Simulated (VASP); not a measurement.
# ZnS in VASP: a series of runs, part 2 of 2

VASP 6.6.1. Earlier steps stand in the parts before.

### Step 4. Single point, PBE (atoms taken out)

File INCAR:

```
ALGO = Normal ; DIPOL = 0.5 0.5 0.500
EDIFF = 1E-6 ; ENCUT = 520
GGA = PE ; IDIPOL = 3
ISIF = 2 ; ISMEAR = 0
LASPH = T ; LCHARG = F
LDIPOL = T ; LREAL = F
LWAVE = F ; NBANDS = 66
NELM = 60 ; PREC = Accurate
SIGMA = 0.05
```

File KPOINTS:

```
k-points
0
Gamma
  9 9 1
```

File POSCAR:

```
ZnS
1.0
    3.8488726992      0.0000000000      0.0000000000
   -1.9244363496      3.3332215334      0.0000000000
    0.0000000000      0.0000000000     31.4986048463
S Zn
6 6
Direct
    0.0000000000      0.0000000000      0.2381057839
    0.3333333333      0.6666666667      0.3378750091
    0.6666666667      0.3333333333      0.4376442343
    0.0000000000      0.0000000000      0.5374134594
    0.3333333333      0.6666666667      0.6371826846
    0.6666666667      0.3333333333      0.7369519098
    0.3333333333      0.6666666667      0.2630480902
    0.6666666667      0.3333333333      0.3628173154
    0.0000000000      0.0000000000      0.4625865406
    0.3333333333      0.6666666667      0.5623557657
    0.6666666667      0.3333333333      0.6621249909
    0.0000000000      0.0000000000      0.7618942161
```

Potentials or basis: VASP PAW PBE potentials, release 64 (S, Zn).

Run with:

```sh
> cat potpaw_PBE.64/S/POTCAR potpaw_PBE.64/Zn/POTCAR > POTCAR
> mpirun -np 1 vasp_std > vasp.out
```

OUTCAR:

```text
EDIFF = 1E-6
   ENCUT = 520
   GGA = PE
   ISIF = 2
   ISMEAR = 0
   LASPH = T
   LREAL = F
   NELM = 60
   PREC = Accurate

 ion  position               nearest neighbor table
   1  0.000  0.000  0.238-   7 2.36   7 2.36   7 2.36
   2  0.333  0.667  0.338-   8 2.36   8 2.36   8 2.36   7 2.36
   3  0.667  0.333  0.438-   9 2.36   9 2.36   9 2.36   8 2.36
   4  0.000  0.000  0.537-   9 2.36  10 2.36  10 2.36  10 2.36
   5  0.333  0.667  0.637-  11 2.36  11 2.36  11 2.36  10 2.36
   6  0.667  0.333  0.737-  12 2.36  12 2.36  12 2.36  11 2.36
   7  0.333  0.667  0.263-   1 2.36   1 2.36   1 2.36   2 2.36
   8  0.667  0.333  0.363-   2 2.36   2 2.36   2 2.36   3 2.36
   9  0.000  0.000  0.463-   4 2.36   3 2.36   3 2.36   3 2.36
  10  0.333  0.667  0.562-   4 2.36   4 2.36   4 2.36   5 2.36
  11  0.667  0.333  0.662-   5 2.36   5 2.36   5 2.36   6 2.36
  12  0.000  0.000  0.762-   6 2.36   6 2.36   6 2.36

  LATTYP: Found a hexagonal cell.
 ALAT       =     3.8488726992
 C/A-ratio  =     8.1838520803

  Lattice vectors:
[... 1025 lines left out ...]

 vacuum level on the upper side and lower side of the slab       (xc-potential included)        -1.893         1.872

  FORCE on cell =-STRESS in cart. coord.  units (eV):
  Direction    XX          YY          ZZ          XY          YZ          ZX
  --------------------------------------------------------------------------------------
  -------------------------------------------------------------------------------------
  Total       -1.3961660     -1.3961660      2.1838889     -0.0000000      0.0000000      0.0000000
  in kB       -5.5355222     -5.5355222      8.6586880     -0.0000000      0.0000000      0.0000000
  external PRESSURE =      -0.8041188 kB  Pullay stress =       0.0000000 kB

 VOLUME and BASIS-vectors are now :
 -----------------------------------------------------------------------------
  energy-cutoff  :      520.00
  volume of cell :      404.10
      direct lattice vectors                 reciprocal lattice vectors
     3.848872699  0.000000000  0.000000000     0.259816335  0.150005031  0.000000000
    -1.924436350  3.333221533  0.000000000     0.000000000  0.300010062  0.000000000
     0.000000000  0.000000000 31.498604846     0.000000000  0.000000000  0.031747438

 POSITION                                       TOTAL-FORCE (eV/Angst)
 -----------------------------------------------------------------------------------
      0.00000      0.00000      7.50000         0.000000     -0.000000      0.141242
     -0.00000      2.22215     10.64259         0.000000     -0.000000      0.477255
      1.92444      1.11107     13.78518         0.000000      0.000000      0.355518
      0.00000      0.00000     16.92777         0.000000     -0.000000      0.343807
     -0.00000      2.22215     20.07037         0.000000      0.000000      0.318718
      1.92444      1.11107     23.21296         0.000000     -0.000000      0.685980
     -0.00000      2.22215      8.28565         0.000000      0.000000     -0.459818
      1.92444      1.11107     11.42824        -0.000000     -0.000000     -0.377674
      0.00000      0.00000     14.57083         0.000000      0.000000     -0.350917
     -0.00000      2.22215     17.71342         0.000000      0.000000     -0.356038
      1.92444      1.11107     20.85601        -0.000000      0.000000     -0.427424
      0.00000      0.00000     23.99860        -0.000000      0.000000     -0.350649
 -----------------------------------------------------------------------------------
    total drift:                               -0.000001     -0.000000      0.000185

  FREE ENERGIE OF THE ION-ELECTRON SYSTEM (eV)
  ---------------------------------------------------
  free  energy   TOTEN  =       -38.9154684183 eV

  energy  without entropy=      -38.9066870652  energy(sigma->0) =      -38.91107774

 vacuum level on the upper side and lower side of the slab         2.922         6.757
```

OSZICAR:

```text
N       E                     dE             d eps       ncg     rms          rms(c)
DAV:   1     0.888212916880E+03    0.88821E+03   -0.47444E+04  1592   0.167E+03
DAV:   2     0.946689807986E+02   -0.79354E+03   -0.76203E+03  1688   0.395E+02
DAV:   3    -0.345736146711E+02   -0.12924E+03   -0.12706E+03  1792   0.159E+02
DAV:   4    -0.428253843322E+02   -0.82518E+01   -0.82004E+01  1870   0.373E+01
[... 31 lines left out ...]
DAV:  36    -0.389155160456E+02    0.47095E-05   -0.11074E-05  1840   0.227E-02    0.424E-02
DAV:  37    -0.389154813381E+02    0.34707E-04   -0.38167E-05  2008   0.111E-01    0.360E-02
DAV:  38    -0.389154703340E+02    0.11004E-04   -0.31537E-05  2160   0.774E-02    0.292E-02
DAV:  39    -0.389154685330E+02    0.18010E-05   -0.16796E-05  1764   0.247E-02    0.271E-02
DAV:  40    -0.389154684183E+02    0.11475E-06   -0.11890E-06  1192   0.155E-02
   1 F= -.38915468E+02 E0= -.38911078E+02  d E =-.878135E-02
```

Run time: 26 min. Hardware: 1 thread of Intel Xeon Platinum 8124M at 3.00GHz (Skylake/Cascade Lake), shared host; peak memory 0.63 GiB.

What came out:

```yaml
Free_energy: -38.9155 eV
Largest_force: 0.686 eV/Å
Band_gap_on_the_k_mesh: zero (bands 54 and 55 overlap by 0.45 eV)
```

Forces in eV/Å, atoms in the order of the input:
```
S    0.000  0.000  0.141
S    0.000  0.000  0.477
S    0.000  0.000  0.356
S    0.000  0.000  0.344
S    0.000  0.000  0.319
S    0.000  0.000  0.686
Zn   0.000  0.000 -0.460
Zn   0.000  0.000 -0.378
Zn   0.000  0.000 -0.351
Zn   0.000  0.000 -0.356
Zn   0.000  0.000 -0.427
Zn   0.000  0.000 -0.351
```

Levels at points of the mesh, in eV from the Fermi level:
```
           k point  band 51  band 52  band 53  band 54  band 55  band 56  band 57  band 58
(0.00, 0.00, 0.00)    -0.46    -0.46    -0.09     0.43     0.43     1.28     1.57     1.90
```

Caveat: the cell differs from its parent crystal (atoms taken out).

### Step 5. Relaxation of the atoms, PBE

File INCAR:

```
SYSTEM = ZnS
  PREC = Accurate
  ENCUT = 520
  EDIFF = 1E-6
  ISMEAR = 0
  SIGMA = 0.05
  LREAL = .False.
  LASPH = .True.
  NELM = 60
  ALGO = Fast
  ISIF = 2
  LWAVE = .False.
  LCHARG = .False.
  LDIPOL = .True.
  IDIPOL = 3
  DIPOL = 0.5 0.5 0.500
  GGA = PE
  IBRION = 2
  NSW = 80
  EDIFFG = -0.02
```

File KPOINTS:

```
regular mesh
0
Gamma
  9 9 1
  0 0 0
```

File POSCAR:

```
ZnS
1.0
    3.8488726992      0.0000000000      0.0000000000
   -1.9244363496      3.3332215334      0.0000000000
    0.0000000000      0.0000000000     25.2134220477
S Zn
4 4
Direct
    0.0000000000      0.0000000000      0.2974606139
    0.3333333333      0.6666666667      0.4221002361
    0.6666666667      0.3333333333      0.5467398583
    0.0000000000      0.0000000000      0.6713794806
    0.3333333333      0.6666666667      0.3286205194
    0.6666666667      0.3333333333      0.4532601417
    0.0000000000      0.0000000000      0.5778997639
    0.3333333333      0.6666666667      0.7025393861
```

Potentials or basis: VASP PAW PBE potentials, release 64 (S, Zn).

Run with:

```sh
> cat potpaw_PBE.64/S/POTCAR potpaw_PBE.64/Zn/POTCAR > POTCAR
> mpirun -np 1 vasp_std > vasp.out
```

OUTCAR:

```text
SYSTEM = ZnS
   PREC = Accurate
   ENCUT = 520
   EDIFF = 1E-6
   ISMEAR = 0
   LREAL = .False.
   LASPH = .True.
   NELM = 60
   ISIF = 2
   GGA = PE
   IBRION = 2
   NSW = 80
   EDIFFG = -0.02

 ion  position               nearest neighbor table
   1  0.000  0.000  0.297-   5 2.36   5 2.36   5 2.36
   2  0.333  0.667  0.422-   6 2.36   6 2.36   5 2.36   6 2.36
   3  0.667  0.333  0.547-   6 2.36   7 2.36   7 2.36   7 2.36
   4  0.000  0.000  0.671-   8 2.36   8 2.36   8 2.36   7 2.36
   5  0.333  0.667  0.329-   1 2.36   1 2.36   1 2.36   2 2.36
   6  0.667  0.333  0.453-   3 2.36   2 2.36   2 2.36   2 2.36
   7  0.000  0.000  0.578-   3 2.36   3 2.36   3 2.36   4 2.36
   8  0.333  0.667  0.703-   4 2.36   4 2.36   4 2.36

  LATTYP: Found a hexagonal cell.
 ALAT       =     3.8488726992
 C/A-ratio  =     6.5508589185

  Lattice vectors:

 A1 = (   3.8488726992,   0.0000000000,   0.0000000000)
 A2 = (  -1.9244363496,   3.3332215334,   0.0000000000)
 A3 = (   0.0000000000,   0.0000000000,  25.2134220477)

Analysis of symmetry for initial positions (statically):
=====================================================================
 Subroutine PRICEL returns:
 Original cell was already a primitive cell.

 Routine SETGRP: Setting up the symmetry group for a
 hexagonal supercell.

 Subroutine GETGRP returns: Found  6 space group operations
 (whereof  6 operations were pure point group operations)
 out of a pool of 24 trial point group operations.

The static configuration has the point symmetry C_3v.

Analysis of symmetry for dynamics (positions and initial velocities):
=====================================================================
 Subroutine PRICEL returns:
 Original cell was already a primitive cell.

 Routine SETGRP: Setting up the symmetry group for a
 hexagonal supercell.

 Subroutine GETGRP returns: Found  6 space group operations
 (whereof  6 operations were pure point group operations)
 out of a pool of 24 trial point group operations.

The dynamic configuration has the point symmetry C_3v.

 Subroutine INISYM returns: Found  6 space group operations
 (whereof  6 operations are pure point group operations),
 and found     1 'primitive' translations

----------------------------------------------------------------------------------------

                                     Primitive cell

  volume of cell :     323.4667

  direct lattice vectors                    reciprocal lattice vectors
     3.848872699  0.000000000  0.000000000     0.259816335  0.150005031  0.000000000
    -1.924436350  3.333221533  0.000000000     0.000000000  0.300010062  0.000000000
     0.000000000  0.000000000 25.213422048     0.000000000  0.000000000  0.039661415

  length of vectors
     3.848872699  3.848872699 25.213422048     0.300010062  0.300010062  0.039661415

  position of ions in fractional coordinates (direct lattice)
     0.000000000  0.000000000  0.297460614
     0.333333333  0.666666667  0.422100236
     0.666666667  0.333333333  0.546739858
[... 72 lines left out ...]
   LASPH  =      T    aspherical Exc in radial PAW
   ENCUT  =  520.0 eV  38.22 Ry    6.18 a.u.   7.16  7.16 46.88*2*pi/ulx,y,z
   NELM   =     60;   NELMIN=  2; NELMDL= -5     # of ELM steps
   EDIFF  = 0.1E-05   stopping-criterion for ELM
   LREAL  =      F    real-space projection
   EDIFFG = -.2E-01   stopping-criterion for IOM
   NSW    =     80    number of steps for IOM
   IBRION =      2    ionic relax: 0-MD 1-quasi-New 2-CG
   NFREE  =      1    steps in history (QN), initial steepest desc. (CG)
   ISIF   =      2    stress and relaxation
   ISYM   =      2    0-nonsym 1-usesym 2-fastsym
   POTIM  = 0.5000    time-step for ionic-motion
   TEBEG  =    0.0;   TEEND  =   0.0 temperature during run
   PSTRESS=    0.0 pullay stress
   NELECT =      72.0000    total number of electrons
   NUPDOWN=      -1.0000    fix difference up-down
   EMIN   =  10.00;   EMAX   =-10.00  energy-range for DOS
   EFERMI =   0.00;   METHOD = LEGACY
   ISMEAR =     0;   SIGMA  =   0.05  broadening in eV -4-tet -1-fermi 0-gaus
   EFERMI_NEDOS =   21; number of points for ismear=-14 and -15
   IALGO  =     68    algorithm
   IMIX   =      4    mixing-type and parameters
     AMIX     =   0.40;   BMIX     =  1.00
     AMIX_MAG =   1.60;   BMIX_MAG =  1.00
  volume/ion in A,a.u.               =      40.43       272.86
  Fermi-wavevector in a.u.,A,eV,Ry     =   0.992147  1.874885 13.392960  0.984355
  Thomas-Fermi vector in A             =   2.123938
   LORBIT       =      0    0 simple, 1 ext, 2 COOP (PROOUT), +10 PAW based schemes
   GGA     = PE    functional components
   LHFCALC =     F    Hartree Fock is set to
   AEXX    =    0.0000 exact exchange contribution
   IVDW    =     0    specifies the selected vdW correction
   LEPSILON=     F    determine dielectric tensor
   LRPA    =     F    only Hartree local field effects (RPA)
 conjugate gradient relaxation of ions
 non-spin polarized calculation
 RMM-DIIS sequential band-by-band and
 Gauss-broadening in eV      SIGMA  =   0.05
  energy-cutoff  :      520.00
  volume of cell :      323.47
 maximum number of plane-waves:      8775
 NGX is ok and might be reduce to    30
   NGX = 15   NGY = 15   NGZ = 93

 dipolmoment           0.000000      0.000000      0.000010 electrons x Angstroem

--------------------------------------- Ionic step        1  -------------------------------------------

 number of electron      72.0000049 magnetization

 Free energy of the ion-electron system (eV)
  ---------------------------------------------------
  ext. energy  EPLUGINS =         0.00000000
  ---------------------------------------------------
  free energy    TOTEN  =       -25.31048085 eV

  energy without entropy =      -25.30557517  energy(sigma->0) =      -25.30802801

------------------------ aborting loop because EDIFF is reached ----------------------------------------

  FORCE on cell =-STRESS in cart. coord.  units (eV):
  Direction    XX          YY          ZZ          XY          YZ          ZX
  --------------------------------------------------------------------------------------
  -------------------------------------------------------------------------------------
  Total       -1.5842687     -1.5842687      1.9638739      0.0000000      0.0000000      0.0000000
  in kB       -7.8471129     -7.8471129      9.7273528      0.0000000      0.0000000      0.0000000
  external PRESSURE =      -1.9889577 kB  Pullay stress =       0.0000000 kB
[... 107 lines left out ...]
  FREE ENERGIE OF THE ION-ELECTRON SYSTEM (eV)
  ---------------------------------------------------
  free  energy   TOTEN  =       -25.5833894464 eV

  energy  without entropy=      -25.5818821036  energy(sigma->0) =      -25.58263578

[... ionic steps 4 to 14 ...]

--------------------------------------- Ionic step       15  -------------------------------------------

 number of electron      72.0000043 magnetization

------------------------ aborting loop because EDIFF is reached ----------------------------------------
[... 79 lines left out ...]
--------------------------------------- Ionic step       17  -------------------------------------------

 number of electron      72.0000040 magnetization

 dipolmoment           0.000000      0.000000     -0.317028 electrons x Angstroem

 Free energy of the ion-electron system (eV)
  ---------------------------------------------------
  ext. energy  EPLUGINS =         0.00000000
  ---------------------------------------------------
  free energy    TOTEN  =       -25.66313709 eV

  energy without entropy =      -25.65953696  energy(sigma->0) =      -25.66133702

 E-fermi :  -0.7217     XC(G=0):  -5.2690

 val. band max:       -0.7480542394   @ k =   0.1111   0.0000   0.0000
 cond. band min:      -0.7122965348   @ k =   0.1111   0.0000   0.0000
 fundamental gap:      0.0357577046
 Fermi energy:        -0.7217232840

 k-point     1 :       0.0000    0.0000    0.0000
  band No.  band energies     occupation
      1     -16.5387      2.00000
      2     -15.2365      2.00000
      3     -13.9645      2.00000
      4     -12.6066      2.00000
      5     -10.3918      2.00000
      6     -10.3918      2.00000
[... 541 lines left out ...]
     42       4.0006      0.00000
     43       4.2046      0.00000

------------------------ aborting loop because EDIFF is reached ----------------------------------------

 vacuum level on the upper side and lower side of the slab       (xc-potential included)        -2.198         2.180

  FORCE on cell =-STRESS in cart. coord.  units (eV):
  Direction    XX          YY          ZZ          XY          YZ          ZX
  --------------------------------------------------------------------------------------
  -------------------------------------------------------------------------------------
  Total        2.6544743      2.6544743      0.2269730     -0.0000000      0.0000000     -0.0000000
  in kB       13.1479970     13.1479970      1.1242302     -0.0000000      0.0000000     -0.0000000
  external PRESSURE =       9.1400747 kB  Pullay stress =       0.0000000 kB
[... 23 lines left out ...]
  FREE ENERGIE OF THE ION-ELECTRON SYSTEM (eV)
  ---------------------------------------------------
  free  energy   TOTEN  =       -25.6631370871 eV

  energy  without entropy=      -25.6595369615  energy(sigma->0) =      -25.66133702

 reached required accuracy - stopping structural energy minimisation

 vacuum level on the upper side and lower side of the slab         1.657         6.128
```

It took 90 min on 1 thread of Oxide Virtual Turin-like, shared host; peak memory 0.5 GiB.

What came out:

| Item | Value |
| --- | --- |
| Free energy | -25.6631 eV |
| Energy gained by relaxing | 44.1 meV/atom |
| Ionic steps | 17 |
| Largest force after relaxing | 0.020 eV/Å |
| Band gap on the k mesh | zero (bands 36 and 37 overlap by 0.18 eV) |

Forces on the atoms (eV/Å):
```
S    0.000  0.000 -0.020
S    0.000  0.000  0.008
S    0.000  0.000 -0.001
S    0.000  0.000  0.014
Zn   0.000  0.000 -0.009
Zn   0.000  0.000  0.005
Zn   0.000  0.000 -0.011
Zn   0.000  0.000  0.014
```

Step by step:
```tsv
step	energy change (eV)	largest force (eV/Å)	pressure (GPa)
1	0.0000	0.9399	-0.20
2	-0.1348	0.6734	-0.07
3	-0.2729	0.4087	0.31
4	-0.3015	0.3196	1.22
5	-0.3082	0.3089	1.06
6	-0.3074	0.3103	0.64
7	-0.3117	0.2836	0.91
8	-0.3121	0.2599	0.82
9	-0.3284	0.1725	0.87
10	-0.3427	0.0994	0.95
11	-0.3462	0.0720	0.94
12	-0.3497	0.0577	0.93
13	-0.3499	0.0627	0.92
14	-0.3515	0.0466	0.93
15	-0.3521	0.0321	0.93
16	-0.3521	0.0333	0.93
17	-0.3527	0.0198	0.91
```

Final structure:
```yaml
crystal:
  lattice:
    - [3.84887, 0.00000, 0.00000]
    - [-1.92444, 3.33322, 0.00000]
    - [0.00000, 0.00000, 25.21342]
  atoms:
    - { symbol: S, position: [0.00000, 0.00000, 0.29792] }
    - { symbol: S, position: [0.33333, 0.66667, 0.42664] }
    - { symbol: S, position: [0.66667, 0.33333, 0.55478] }
    - { symbol: S, position: [0.00000, 0.00000, 0.68540] }
    - { symbol: Zn, position: [0.33333, 0.66667, 0.31917] }
    - { symbol: Zn, position: [0.66667, 0.33333, 0.44705] }
    - { symbol: Zn, position: [0.00000, 0.00000, 0.57587] }
    - { symbol: Zn, position: [0.33333, 0.66667, 0.69318] }
```

Levels at points of the mesh, in eV from the Fermi level:
```tsv
k point	band 33	band 34	band 35	band 36	band 37	band 38	band 39	band 40
(0.00, 0.00, 0.00)	-1.07	-0.98	-0.51	0.19	0.19	0.78	1.66	2.08
```

### Step 6. Overview

| task | cell | gap on the mesh (eV) | largest force (eV/Å) |
| --- | --- | --- | --- |
| single point | a = 3.849, b = 3.849, c = 25.213 Å, angles 90.0, 90.0, 120.0°, 8 atoms, atomic positions A | none | 0.90 |
| single point | a = 3.849, b = 3.849, c = 25.213 Å, angles 90.0, 90.0, 120.0°, 8 atoms, atomic positions B | none | 0.01 |
| single point | a = 3.849, b = 3.849, c = 31.499 Å, angles 90.0, 90.0, 120.0°, 12 atoms, atomic positions C | none | 0.69 |
| relaxation of the atoms | atoms relaxed from a = 3.849, b = 3.849, c = 25.213 Å, angles 90.0, 90.0, 120.0°, 8 atoms, atomic positions A | none | 0.02 |

Alike in all rows: level PBE; potentials or basis VASP PAW PBE potentials, release 64 (S, Zn); no spin polarisation; k mesh 9 × 9 × 1; cutoff (eV) 520; smearing gaussian 0.05 eV.

Total energies depend on the potentials used, so only differences within one code and one set of settings carry meaning.

The gap in the log of VASP goes by the Fermi energy; the results here count the filled bands.